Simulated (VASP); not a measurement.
## Ca: single point with PBE

Crystal: Ca.

```
CELL_PARAMETERS angstrom
4.20155 0.00000 0.00000
-2.10078 3.63865 0.00000
0.00000 0.00000 5.85051
ATOMIC_POSITIONS crystal
Ca 0.33333 0.66667 0.25000
Ca 0.66667 0.33333 0.75000
```

This cell differs from its parent crystal: ratio of the length along z to the lengths across it x 0.85, volume and fractional coordinates fixed.

- Program: VASP 6.6.1
- Task: single point
- Functional: PBE
- Potentials or basis: VASP PAW PBE potentials, release 64 (Ca_sv)
- Cutoff: 520 eV
- k mesh: 15 × 15 × 8
- Occupations: gaussian, width 0.15 eV
- Spin: no spin polarisation
- Dipole correction: no
- Further INCAR settings: ALGO = Fast; EDIFF = 1e-06; NBANDS = 17

| Item | Value |
| --- | --- |
| Pressure | -0.6 GPa |
| Band gap on the k mesh | zero (band 10 reaches 1.91 eV, above the bottom of band 11 at 1.38 eV) |

Stress tensor (GPa, compression positive):
```
-1.70  0.00  0.00
 0.00 -1.70  0.00
 0.00  0.00  1.73
```

Levels at points of the mesh, in eV from the Fermi level:
```
           k point  band 7  band 8  band 9  band 10  band 11  band 12  band 13  band 14
(0.00, 0.00, 0.00)  -23.10  -23.10   -3.95    -0.56     0.53     2.04     2.04     2.43
(0.00, 0.00, 0.50)  -23.12  -23.12   -2.74    -2.74     1.85     1.85     1.89     1.89
```

Run time: 4.8 min on 1 thread of Intel(R) Xeon(R) Platinum 8259CL CPU @ 2.50GHz (Skylake/Cascade Lake), with other jobs on the host, peak memory 0.33 GiB.
